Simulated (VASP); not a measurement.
A run of VASP 6.6.1 is set up as follows.

INCAR

```
SYSTEM = AlN
  PREC = Accurate
  ENCUT = 520
  EDIFF = 1E-6
  ISMEAR = 0
  SIGMA = 0.05
  LREAL = .FALSE.
  LASPH = .TRUE.
  NELM = 80
  ALGO = Normal
  ISIF = 2
  LWAVE = .FALSE.
  LCHARG = .FALSE.
  GGA = PE
  NBANDS = 16
```

Contents of KPOINTS:

```
Automatic mesh
0
G
  9 9 6
  0 0 0
```

Contents of POSCAR:

```
AlN
1.0
    3.3694140086      0.0000000000      0.0000000000
   -1.6847070043      2.9179981273      0.0000000000
    0.0000000000      0.0000000000      4.3734993831
Al N
2 2
Direct
    0.3333333333      0.6666666667      0.7500000000
    0.6666666667      0.3333333333      0.2500000000
    0.3333333333      0.6666666667      0.2500000000
    0.6666666667      0.3333333333      0.7500000000
```

Potentials or basis: VASP PAW PBE potentials, release 64 (Al, N).

Launch:

```sh
$ cat potpaw_PBE.64/Al/POTCAR potpaw_PBE.64/N/POTCAR > POTCAR
$ mpirun -np 1 vasp_std > vasp.out
```

(1) Predict the pressure.

(2) What does it give for the band gap on the k mesh?

Answers

(1) -13.0 GPa.

(2) 2.60 eV, direct.
